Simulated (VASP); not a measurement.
# Li (Fm-3m) in VASP: a series of runs, part 2 of 2

VASP 6.6.1. The steps go on from the part before.

## (4) Relaxation of cell and atoms, PBE+D3(BJ)

This run uses another cell than the first one, of 21.35 Å³/atom, 1.172 times its volume.

INCAR reads:

```
SYSTEM = Li
PREC     = Accurate       ! precision mode
ENCUT    = 600            ! plane-wave cutoff, eV
EDIFF    = 1E-6           ! SCF threshold, eV
ISMEAR   = 0              ! smearing method
SIGMA    = 0.1            ! smearing width, eV
LREAL    = .False.        ! projectors in reciprocal space
LASPH    = .True.         ! aspherical terms in the spheres
NELM     = 100            ! most SCF steps
ALGO     = Normal         ! electronic algorithm
ISIF     = 3              ! what is computed and relaxed
LWAVE    = .False.        ! write WAVECAR
LCHARG   = .False.        ! write CHGCAR
GGA      = PE             ! functional
IVDW     = 12             ! dispersion correction
IBRION   = 2              ! ionic algorithm
NSW      = 100            ! ionic steps
EDIFFG   = -0.005         ! ionic threshold
```

KPOINTS reads:

```
Automatic mesh
0
Gamma
  16 16 16
  0 0 0
```

POSCAR reads:

```
Li
1.0
    0.0000000000      2.2020000000      2.2020000000
    2.2020000000      0.0000000000      2.2020000000
    2.2020000000      2.2020000000      0.0000000000
Li
1
Direct
    0.0000000000      0.0000000000      0.0000000000
```

Potentials or basis: VASP PAW PBE potentials, release 64 (Li_sv).

Started as:

```sh
cat potpaw_PBE.64/Li_sv/POTCAR > POTCAR
mpirun -np 1 vasp_std > vasp.out
```

OUTCAR:

```text
SYSTEM = Li
   PREC = Accurate
   ENCUT = 600
   EDIFF = 1E-6
   ISMEAR = 0
   LREAL = .False.
   LASPH = .True.
   NELM = 100
   ISIF = 3
   GGA = PE
   IVDW = 12
   IBRION = 2
   NSW = 100
   EDIFFG = -0.005
 IVDW          = 12

 ion  position               nearest neighbor table
   1  0.000  0.000  0.000-

  LATTYP: Found a face centered cubic cell.
 ALAT       =     4.4040000000

  Lattice vectors:

 A1 = (   0.0000000000,   2.2020000000,   2.2020000000)
 A2 = (   2.2020000000,   0.0000000000,   2.2020000000)
 A3 = (   2.2020000000,   2.2020000000,   0.0000000000)

Analysis of symmetry for initial positions (statically):
=====================================================================
 Subroutine PRICEL returns:
 Original cell was already a primitive cell.

 Routine SETGRP: Setting up the symmetry group for a
 face centered cubic supercell.

 Subroutine GETGRP returns: Found 48 space group operations
 (whereof 48 operations were pure point group operations)
 out of a pool of 48 trial point group operations.

The static configuration has the point symmetry O_h .

Analysis of symmetry for dynamics (positions and initial velocities):
=====================================================================
 Subroutine PRICEL returns:
 Original cell was already a primitive cell.

 Routine SETGRP: Setting up the symmetry group for a
 face centered cubic supercell.

 Subroutine GETGRP returns: Found 48 space group operations
 (whereof 48 operations were pure point group operations)
 out of a pool of 48 trial point group operations.

The dynamic configuration has the point symmetry O_h .

 Subroutine INISYM returns: Found 48 space group operations
 (whereof 48 operations are pure point group operations),
 and found     1 'primitive' translations

----------------------------------------------------------------------------------------

                                     Primitive cell

  volume of cell :      21.3541

  direct lattice vectors                    reciprocal lattice vectors
     0.000000000  2.202000000  2.202000000    -0.227066303  0.227066303  0.227066303
     2.202000000  0.000000000  2.202000000     0.227066303 -0.227066303  0.227066303
     2.202000000  2.202000000  0.000000000     0.227066303  0.227066303 -0.227066303

  length of vectors
     3.114098264  3.114098264  3.114098264     0.393290374  0.393290374  0.393290374

  position of ions in fractional coordinates (direct lattice)
     0.000000000  0.000000000  0.000000000

  ion indices of the primitive-cell ions
   primitive index   ion index
                 1           1

----------------------------------------------------------------------------------------

 KPOINTS: Automatic mesh

Automatic generation of k-mesh.
 Grid dimensions read from file:
 generate k-points for:   16   16   16

 Generating k-lattice:

  Cartesian coordinates                     Fractional coordinates (reciprocal lattice)
    -0.014191644  0.014191644  0.014191644     0.062500000  0.000000000  0.000000000
     0.014191644 -0.014191644  0.014191644     0.000000000  0.062500000  0.000000000
     0.014191644  0.014191644 -0.014191644     0.000000000  0.000000000  0.062500000

  Length of vectors
     0.024580648  0.024580648  0.024580648

  Shift w.r.t. Gamma in fractional coordinates (k-lattice)
     0.000000000  0.000000000  0.000000000

 Subroutine IBZKPT returns following result:
 ===========================================

 Found    145 irreducible k-points:

 Following reciprocal coordinates:
            Coordinates               Weight
  0.000000  0.000000  0.000000      1.000000
  0.062500  0.000000  0.000000      8.000000
  0.125000  0.000000  0.000000      8.000000
  0.187500  0.000000  0.000000      8.000000
  0.250000  0.000000  0.000000      8.000000
  0.312500  0.000000  0.000000      8.000000
[... 16 lines left out ...]
 -0.125000  0.062500  0.000000     24.000000
 -0.062500  0.062500  0.000000     12.000000
 [... further k-points ...]
   k-points           NKPTS =    145   k-points in BZ     NKDIM =    145   number of bands    NBANDS=      5
   number of dos      NEDOS =    301   number of ions     NIONS =      1
   total plane-waves  NPLWV =  21952
   dimension x,y,z NGX =    28 NGY =   28 NGZ =   28
   dimension x,y,z NGXF=    56 NGYF=   56 NGZF=   56
   ions per type =               1
   NGX,Y,Z   is equivalent  to a cutoff of  14.95, 14.95, 14.95 a.u.
   NGXF,Y,Z  is equivalent  to a cutoff of  29.90, 29.90, 29.90 a.u.
 SYSTEM =  Li
   PREC   = accura    normal or accurate (medium, high low for compatibility)
   ISTART =      0    job   : 0-new  1-cont  2-samecut
   ICHARG =      2    charge: 1-file 2-atom 10-const
   ISPIN  =      1    spin polarized calculation?
   LNONCOLLINEAR =      F non collinear calculations
   LSORBIT =      F    spin-orbit coupling
   LASPH  =      T    aspherical Exc in radial PAW
   ENCUT  =  600.0 eV  44.10 Ry    6.64 a.u.   6.22  6.22  6.22*2*pi/ulx,y,z
   NELM   =    100;   NELMIN=  2; NELMDL= -5     # of ELM steps
   EDIFF  = 0.1E-05   stopping-criterion for ELM
   LREAL  =      F    real-space projection
   EDIFFG = -.5E-02   stopping-criterion for IOM
   NSW    =    100    number of steps for IOM
   IBRION =      2    ionic relax: 0-MD 1-quasi-New 2-CG
   NFREE  =      1    steps in history (QN), initial steepest desc. (CG)
   ISIF   =      3    stress and relaxation
   ISYM   =      2    0-nonsym 1-usesym 2-fastsym
   POTIM  = 0.5000    time-step for ionic-motion
   TEBEG  =    0.0;   TEEND  =   0.0 temperature during run
   PSTRESS=    0.0 pullay stress
   NELECT =       3.0000    total number of electrons
   NUPDOWN=      -1.0000    fix difference up-down
   EMIN   =  10.00;   EMAX   =-10.00  energy-range for DOS
   EFERMI =   0.00;   METHOD = LEGACY
   ISMEAR =     0;   SIGMA  =   0.10  broadening in eV -4-tet -1-fermi 0-gaus
   EFERMI_NEDOS =   21; number of points for ismear=-14 and -15
   IALGO  =     38    algorithm
   IMIX   =      4    mixing-type and parameters
     AMIX     =   0.40;   BMIX     =  1.00
     AMIX_MAG =   1.60;   BMIX_MAG =  1.00
  volume/ion in A,a.u.               =      21.35       144.10
  Fermi-wavevector in a.u.,A,eV,Ry     =   0.851049  1.608250  9.854489  0.724285
  Thomas-Fermi vector in A             =   1.967122
   LORBIT       =      0    0 simple, 1 ext, 2 COOP (PROOUT), +10 PAW based schemes
   GGA     = PE    functional components
   LHFCALC =     F    Hartree Fock is set to
   AEXX    =    0.0000 exact exchange contribution
   IVDW    =    12    specifies the selected vdW correction
   LEPSILON=     F    determine dielectric tensor
   LRPA    =     F    only Hartree local field effects (RPA)
 conjugate gradient relaxation of ions
 non-spin polarized calculation
 Gauss-broadening in eV      SIGMA  =   0.10
  energy-cutoff  :      600.00
  volume of cell :       21.35
 maximum number of plane-waves:       728
 NGX is ok and might be reduce to    28
   NGX = 13   NGY = 13   NGZ = 13

--------------------------------------- Ionic step        1  -------------------------------------------

 number of electron       2.9999998 magnetization

 Free energy of the ion-electron system (eV)
  ---------------------------------------------------
  ext. energy  EPLUGINS =         0.00000000
  ---------------------------------------------------
  free energy    TOTEN  =        -1.90654327 eV

  energy without entropy =       -1.90430047  energy(sigma->0) =       -1.90542187

------------------------ aborting loop because EDIFF is reached ----------------------------------------

 Edisp (eV)   -0.16049

 E8    (eV) :    -0.0669
[... 147 lines left out ...]
--------------------------------------- Ionic step        5  -------------------------------------------

 number of electron       3.0000000 magnetization

 Free energy of the ion-electron system (eV)
  ---------------------------------------------------
  ext. energy  EPLUGINS =         0.00000000
  ---------------------------------------------------
  free energy    TOTEN  =        -1.90045114 eV

  energy without entropy =       -1.89830926  energy(sigma->0) =       -1.89938020

 E-fermi :   0.9493     XC(G=0):  -7.3413

 val. band max:        0.9453592724   @ k =   0.5000   0.0625   0.0000
 cond. band min:       1.0005143129   @ k =   0.4375   0.3125   0.0000
 fundamental gap:      0.0551550404
 Fermi energy:         0.9493149769

 k-point     1 :       0.0000    0.0000    0.0000
  band No.  band energies     occupation
      1     -45.3524      2.00000
      2      -2.7420      2.00000
      3      16.5866      0.00000
      4      16.5866      0.00000
      5      16.5866      0.00000
[... 177 lines left out ...]
 k-point    24 :      -0.0625    0.0625    0.0000
  band No.  band energies     occupation
      1     -45.3494      2.00000
      2      -2.5475      2.00000
      3      14.9823      0.00000
      4      15.2757      0.00000
      5      16.6670      0.00000

 [... further k-points ...]

------------------------ aborting loop because EDIFF is reached ----------------------------------------

 Edisp (eV)   -0.19056

 E8    (eV) :    -0.0792
[... 24 lines left out ...]
  FREE ENERGIE OF THE ION-ELECTRON SYSTEM (eV)
  ---------------------------------------------------
  free  energy   TOTEN  =        -2.0910151735 eV

  energy  without entropy=       -2.0888732940  energy(sigma->0) =       -2.08994423

 reached required accuracy - stopping structural energy minimisation
```

Run time: 45 s. Hardware: 1 thread of Intel Xeon Platinum 8124M at 3.00GHz (Skylake/Cascade Lake), shared host; peak memory 0.16 GiB.

What came out:

| Property | Result |
| --- | --- |
| Free energy | -2.0910 eV |
| Relaxed volume | 17.99 Å³/atom |
| Relaxed cell | a = 2.941 Å, b = 2.941 Å, c = 2.941 Å, α = 60.00°, β = 60.00°, γ = 60.00° |
| Space group after relaxing (to 0.05 Å) | Fm-3m (No. 225) |
| Energy gained by relaxing | 24.0 meV/atom |
| Ionic steps | 5 |
| Pressure after relaxing | 0.0 GPa |
| Dispersion energy per atom | -0.191 eV |

Step by step:
```tsv
step	energy change (eV)	largest force (eV/Å)	pressure (GPa)	volume (Å³)
1	0.0000	0.0000	-2.00	21.35
2	-0.0093	0.0000	-1.66	20.54
3	-0.0225	0.0000	-0.60	18.75
4	-0.0240	0.0000	0.08	17.90
5	-0.0240	0.0000	-0.01	17.99
```

Final structure:
```
Li
1.0
     0.00000    2.07980    2.07980
     2.07980    0.00000    2.07980
     2.07980    2.07980    0.00000
Li
1
Direct
  0.00000 0.00000 0.00000
```

Levels at points of the mesh, in eV from the Fermi level:
```
           k point  band 1  band 2  band 3  band 4  band 5
(0.00, 0.00, 0.00)  -46.30   -3.69   15.64   15.64   15.64
(0.50, 0.00, 0.00)  -46.27   -0.04    3.36   13.76   13.76
(0.50, 0.50, 0.00)  -46.26    1.65    5.17    9.16    9.16
```

Caveat: the cutoff is under 1.25 times the usual one of these potentials, so pressure, stress and relaxed cells hold a basis-set (Pulay) error; the volume moved by over 15 % at a fixed basis, so the end points are rough; the volume moved by -16 % from the deposited cell, more than functionals usually miss; pairwise dispersion overbinds metals, which lowers pressure and volume.

## (5) Summary

| task | cell | k mesh | cutoff (eV) | gap on the mesh (eV) | pressure (GPa) | relaxed volume (Å³/atom) |
| --- | --- | --- | --- | --- | --- | --- |
| relaxation of cell and atoms | relaxed from a = 2.954 Å, angles 60.0°, 1 atom | 18 × 18 × 18 | 600 | none | 0.0 | 18.10 |
| single point | a = 2.954 Å, angles 60.0°, 1 atom | 16 × 16 × 16 | 520 | none | - | - |
| relaxation of cell and atoms | relaxed from a = 3.114 Å, angles 60.0°, 1 atom | 16 × 16 × 16 | 600 | none | 0.0 | 17.99 |

Alike in all rows: level PBE+D3(BJ); potentials or basis VASP PAW PBE potentials, release 64 (Li_sv); no spin polarisation; smearing gaussian 0.1 eV.

Caveats: the cutoff is under 1.25 times the usual one of these potentials, so pressure, stress and relaxed cells hold a basis-set (Pulay) error; pairwise dispersion overbinds metals, which lowers pressure and volume; the volume moved by over 15 % at a fixed basis, so the end points are rough (some runs); the volume moved by -16 % from the deposited cell, more than functionals usually miss (some runs).

Total energies depend on the potentials used, so only differences within one code and one set of settings carry meaning.
